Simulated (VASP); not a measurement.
Input of a VASP 6.6.1 run:

INCAR

```
SYSTEM = Si4Cl
  ALGO = Normal
  EDIFF = 1E-6
  ENCUT = 520
  GGA = PE
  ISIF = 2
  ISMEAR = 0
  LASPH = .TRUE.
  LCHARG = .TRUE.
  LELF = .TRUE.
  LREAL = .FALSE.
  LVHAR = .TRUE.
  LWAVE = .FALSE.
  NBANDS = 20
  NELM = 80
  PREC = Accurate
  SIGMA = 0.1
```

File KPOINTS:

```
k-points
0
G
  12 12 6
  0 0 0
```

The input POSCAR:

```
Si4Cl
1.0
    4.1690635515      0.0000000000      0.0000000000
   -2.0845317758      3.6105149456      0.0000000000
    0.0000000000      0.0000000000      7.4407519554
Si Cl
4 1
Direct
    0.3333333333      0.6666666667      0.0000000000
    0.6666666667      0.3333333333      0.0000000000
    0.0000000000      0.0000000000      0.8244080244
    0.0000000000      0.0000000000      0.1755919756
    0.0000000000      0.0000000000      0.5000000000
```

Potentials or basis: VASP PAW PBE potentials, release 64 (Si, Cl).

Launch:

```console
$ cat potpaw_PBE.64/Si/POTCAR potpaw_PBE.64/Cl/POTCAR > POTCAR
$ mpirun -np 1 vasp_std > vasp.out
```

Estimate the pressure.

0.0 GPa.

Caveat: an odd number of electrons without spin polarisation forces a metal; a magnetic or distorted state may lie lower.
